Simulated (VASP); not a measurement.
# ZnS (Fm-3m) in VASP: further runs

The runs below take ZnS through single point, with PBE, PBE-based screened hybrid.

Everything below comes from runs of VASP 6.6.1. Logs are shortened: lines on timing, memory, paths and dates and some standing lists are left out, and cuts for length are marked.

## 1. The cell of the first run

The structure is cubic, space group Fm-3m (No. 225). The conventional cell has a = 5.062 Å, b = 5.062 Å, c = 5.062 Å, α = 90.00°, β = 90.00°, γ = 90.00°. Zn (site symmetry m-3m) has 6 S at 2.53 Å within 3.3 Å. Within 3.3 Å of S (site symmetry m-3m) lie 6 Zn at 2.53 Å.

## 2. Single point, PBE

Contents of INCAR:

```
SYSTEM = ZnS
PREC     = Accurate       ! precision mode
ENCUT    = 520            ! plane-wave cutoff, eV
EDIFF    = 1E-6           ! SCF threshold, eV
ISMEAR   = -1             ! smearing method
SIGMA    = 0.02           ! smearing width, eV
LREAL    = .False.        ! projectors in reciprocal space
LASPH    = .True.         ! aspherical terms in the spheres
NELM     = 80             ! most SCF steps
ALGO     = Normal         ! electronic algorithm
ISIF     = 2              ! what is computed and relaxed
LWAVE    = .False.        ! write WAVECAR
LCHARG   = .False.        ! write CHGCAR
GGA      = PE             ! functional
ISYM     = 0            
NBANDS   = 16             ! bands
```

Contents of KPOINTS:

```
Automatic mesh
0
Gamma
  6 6 6
  0.5 0.5 0.5
```

Contents of POSCAR:

```
ZnS
1.0
    0.0000000000      2.5310225584      2.5310225584
    2.5310225584      0.0000000000      2.5310225584
    2.5310225584      2.5310225584      0.0000000000
Zn S
1 1
Direct
    0.0000000000      0.0000000000      0.0000000000
    0.5000000000      0.5000000000      0.5000000000
```

Potentials or basis: VASP PAW PBE potentials, release 64 (Zn, S).

On the command line:

```bash
$ cat potpaw_PBE.64/Zn/POTCAR potpaw_PBE.64/S/POTCAR > POTCAR
$ mpirun -np 1 vasp_std > vasp.out
```

OUTCAR:

```text
SYSTEM = ZnS
   PREC = Accurate
   ENCUT = 520
   EDIFF = 1E-6
   ISMEAR = -1
   LREAL = .False.
   LASPH = .True.
   NELM = 80
   ISIF = 2
   GGA = PE
   ISYM = 0

 ion  position               nearest neighbor table
   1  0.000  0.000  0.000-   2 2.53   2 2.53   2 2.53   2 2.53   2 2.53   2 2.53
   2  0.500  0.500  0.500-   1 2.53   1 2.53   1 2.53   1 2.53   1 2.53   1 2.53

IMPORTANT INFORMATION: All symmetrisations will be switched off!
NOSYMM: (Re-)initialisation of all symmetry stuff for point group C_1.

----------------------------------------------------------------------------------------

                                     Primitive cell

  volume of cell :      32.4278

  direct lattice vectors                    reciprocal lattice vectors
     0.000000000  2.531022558  2.531022558    -0.197548615  0.197548615  0.197548615
     2.531022558  0.000000000  2.531022558     0.197548615 -0.197548615  0.197548615
     2.531022558  2.531022558  0.000000000     0.197548615  0.197548615 -0.197548615

  length of vectors
     3.579406429  3.579406429  3.579406429     0.342164237  0.342164237  0.342164237

  position of ions in fractional coordinates (direct lattice)
     0.000000000  0.000000000  0.000000000
     0.500000000  0.500000000  0.500000000

  ion indices of the primitive-cell ions
   primitive index   ion index
                 1           1
                 2           2

----------------------------------------------------------------------------------------

 KPOINTS: Automatic mesh

Automatic generation of k-mesh.
 Grid dimensions read from file:
 generate k-points for:    6    6    6

 Generating k-lattice:

  Cartesian coordinates                     Fractional coordinates (reciprocal lattice)
    -0.032924769  0.032924769  0.032924769     0.166666667  0.000000000  0.000000000
     0.032924769 -0.032924769  0.032924769     0.000000000  0.166666667  0.000000000
     0.032924769  0.032924769 -0.032924769     0.000000000  0.000000000  0.166666667

  Length of vectors
     0.057027373  0.057027373  0.057027373

  Shift w.r.t. Gamma in fractional coordinates (k-lattice)
     0.500000000  0.500000000  0.500000000

 Subroutine IBZKPT returns following result:
 ===========================================

 Found    432 irreducible k-points:

 Following reciprocal coordinates:
            Coordinates               Weight
[... 35 lines left out ...]
   ISTART =      0    job   : 0-new  1-cont  2-samecut
   ICHARG =      2    charge: 1-file 2-atom 10-const
   ISPIN  =      1    spin polarized calculation?
   LNONCOLLINEAR =      F non collinear calculations
   LSORBIT =      F    spin-orbit coupling
   LASPH  =      T    aspherical Exc in radial PAW
   ENCUT  =  520.0 eV  38.22 Ry    6.18 a.u.   6.66  6.66  6.66*2*pi/ulx,y,z
   NELM   =     80;   NELMIN=  2; NELMDL= -5     # of ELM steps
   EDIFF  = 0.1E-05   stopping-criterion for ELM
   LREAL  =      F    real-space projection
   EDIFFG = 0.1E-04   stopping-criterion for IOM
   NSW    =      0    number of steps for IOM
   IBRION =     -1    ionic relax: 0-MD 1-quasi-New 2-CG
   NFREE  =      0    steps in history (QN), initial steepest desc. (CG)
   ISIF   =      2    stress and relaxation
   ISYM   =      0    0-nonsym 1-usesym 2-fastsym
   POTIM  = 0.5000    time-step for ionic-motion
   TEBEG  =    0.0;   TEEND  =   0.0 temperature during run
   PSTRESS=    0.0 pullay stress
   NELECT =      18.0000    total number of electrons
   NUPDOWN=      -1.0000    fix difference up-down
   EMIN   =  10.00;   EMAX   =-10.00  energy-range for DOS
   EFERMI =   0.00;   METHOD = LEGACY
   ISMEAR =    -1;   SIGMA  =   0.02  broadening in eV -4-tet -1-fermi 0-gaus
   EFERMI_NEDOS =   21; number of points for ismear=-14 and -15
   IALGO  =     38    algorithm
   IMIX   =      4    mixing-type and parameters
     AMIX     =   0.40;   BMIX     =  1.00
     AMIX_MAG =   1.60;   BMIX_MAG =  1.00
  volume/ion in A,a.u.               =      16.21       109.42
  Fermi-wavevector in a.u.,A,eV,Ry     =   1.345425  2.542486 24.628855  1.810170
  Thomas-Fermi vector in A             =   2.473339
   LORBIT       =      0    0 simple, 1 ext, 2 COOP (PROOUT), +10 PAW based schemes
   GGA     = PE    functional components
   LHFCALC =     F    Hartree Fock is set to
   AEXX    =    0.0000 exact exchange contribution
   IVDW    =     0    specifies the selected vdW correction
   LEPSILON=     F    determine dielectric tensor
   LRPA    =     F    only Hartree local field effects (RPA)
 non-spin polarized calculation
  energy-cutoff  :      520.00
  volume of cell :       32.43
 maximum number of plane-waves:       894
   NGX = 13   NGY = 13   NGZ = 13

 number of electron      18.0000013 magnetization

 Free energy of the ion-electron system (eV)
  ---------------------------------------------------
  ext. energy  EPLUGINS =         0.00000000
  ---------------------------------------------------
  free energy    TOTEN  =        -6.20715628 eV

  energy without entropy =       -6.20711669  energy(sigma->0) =       -6.20713649

 E-fermi :   4.1746     XC(G=0): -10.9073

 val. band max:        4.0481021973   @ k =   0.2500   0.0000  -0.1667
 cond. band min:       4.2948506880   @ k =   0.5000   0.0000   0.4167
 fundamental gap:      0.2467484907
 Fermi energy:         4.1745585750

 k-point     1 :       0.0833    0.0833    0.0833
  band No.  band energies     occupation
      1      -9.8070      2.00000
      2      -2.2846      2.00000
      3      -2.2846      2.00000
      4      -2.2578      2.00000
      5      -2.2369      2.00000
      6      -2.2369      2.00000
[... 433 lines left out ...]
      3      -2.5629      2.00000
      4      -2.4807      2.00000
      5      -2.1184      2.00000
      6      -2.0909      2.00000
[... 8 lines left out ...]
     15      16.0727      0.00000
     16      18.1164      0.00000

 [... further k-points ...]
[... 5 lines left out ...]
  --------------------------------------------------------------------------------------
  -------------------------------------------------------------------------------------
  Total        0.4820740      0.4820733      0.4820748      0.0000128      0.0000129      0.0000126
  in kB       23.8180522     23.8180175     23.8180915      0.0006338      0.0006358      0.0006226
  external PRESSURE =      23.8180537 kB  Pullay stress =       0.0000000 kB

 VOLUME and BASIS-vectors are now :
 -----------------------------------------------------------------------------
  energy-cutoff  :      520.00
  volume of cell :       32.43
      direct lattice vectors                 reciprocal lattice vectors
     0.000000000  2.531022558  2.531022558    -0.197548615  0.197548615  0.197548615
     2.531022558  0.000000000  2.531022558     0.197548615 -0.197548615  0.197548615
     2.531022558  2.531022558  0.000000000     0.197548615  0.197548615 -0.197548615

 POSITION                                       TOTAL-FORCE (eV/Angst)
 -----------------------------------------------------------------------------------
      0.00000      0.00000      0.00000         0.000000     -0.000000     -0.000000
      2.53102      2.53102      2.53102        -0.000000      0.000000      0.000000
 -----------------------------------------------------------------------------------
    total drift:                                0.000000     -0.000000     -0.000000

  FREE ENERGIE OF THE ION-ELECTRON SYSTEM (eV)
  ---------------------------------------------------
  free  energy   TOTEN  =        -6.2071562783 eV

  energy  without entropy=       -6.2071166947  energy(sigma->0) =       -6.20713649
```

stdout:

```text
POSCAR found type information on POSCAR ZnS
 POSCAR found :  2 types and       2 ions
 scaLAPACK will be used
 LDA part: xc-table for (Slater+PW92), standard interpolation
 POSCAR, INCAR and KPOINTS ok, starting setup
 FFT: planning ... GRIDC
 FFT: planning ... GRID_SOFT
 FFT: planning ... GRID
 WAVECAR not read
 entering main loop
```

Wall time 2.4 min (1 thread of Intel Xeon Platinum 8375C at 2.90GHz (Ice Lake), shared host); peak memory 0.33 GiB.

What came out:

```
Free energy            : -6.2072 eV
Pressure               : 2.4 GPa
Band gap on the k mesh : 0.25 eV, indirect (least direct gap 2.67 eV)
```

A k mesh can miss the band edges.

## 3. Single point, PBE-based screened hybrid

POSCAR is that of step 2.

Contents of INCAR.step1:

```
ALGO = Normal ; EDIFF = 1E-5
ENCUT = 520 ; GGA = PE
ISIF = 2 ; ISMEAR = -1
LASPH = True ; LCHARG = False
LREAL = False ; LWAVE = True
NBANDS = 16 ; NELM = 100
PREC = Accurate ; SIGMA = 0.02
```

Contents of INCAR.step2:

```
AEXX = 0.75 ; ALGO = Normal
EDIFF = 1E-6 ; ENCUT = 520
GGA = PE ; HFSCREEN = 0.1
ISIF = 2 ; ISMEAR = -1
ISTART = 1 ; LASPH = True
LCHARG = False ; LHFCALC = True
LREAL = False ; LWAVE = False
NBANDS = 16 ; NELM = 100
PREC = Accurate ; PRECFOCK = Normal
SIGMA = 0.02
```

Contents of KPOINTS:

```
k-points
0
Gamma
  4 4 4
```

Potentials or basis: VASP PAW PBE potentials, release 64 (Zn, S).

On the command line:

```bash
$ cat potpaw_PBE.64/Zn/POTCAR potpaw_PBE.64/S/POTCAR > POTCAR
$ cp INCAR.step1 INCAR
$ mpirun -np 1 vasp_std > vasp.out
$ cp INCAR.step2 INCAR
$ mpirun -np 1 vasp_std > vasp.out
```

Run time: 4 min. Hardware: 1 thread of Intel Xeon Platinum 8375C at 2.90GHz (Ice Lake), shared host; peak memory 0.26 GiB.

Results (log left out):

```
Free energy            : -12.2481 eV
Pressure               : -1.5 GPa
Band gap on the k mesh : 4.49 eV, indirect (least direct gap 7.29 eV)
```

Levels at points of the mesh, in eV from the valence-band top:
| k point | band 6 | band 7 | band 8 | band 9 | band 10 | band 11 | band 12 | band 13 |
| --- | --- | --- | --- | --- | --- | --- | --- | --- |
| (0.00, 0.00, 0.00) | -11.41 | -0.28 | -0.28 | -0.28 | 7.28 | 13.98 | 13.98 | 13.98 |
| (0.50, 0.00, 0.00) | -11.29 | -7.23 | 0.00 | 0.00 | 8.40 | 10.59 | 10.59 | 14.34 |
| (0.50, 0.50, 0.00) | -10.47 | -6.37 | -2.79 | -2.79 | 4.49 | 9.50 | 18.31 | 19.19 |

Caveat: the k points lie up to 0.54 Å⁻¹ apart; the PAW data sets were made with another functional, which shifts forces and pressure a little. A k mesh can miss the band edges.
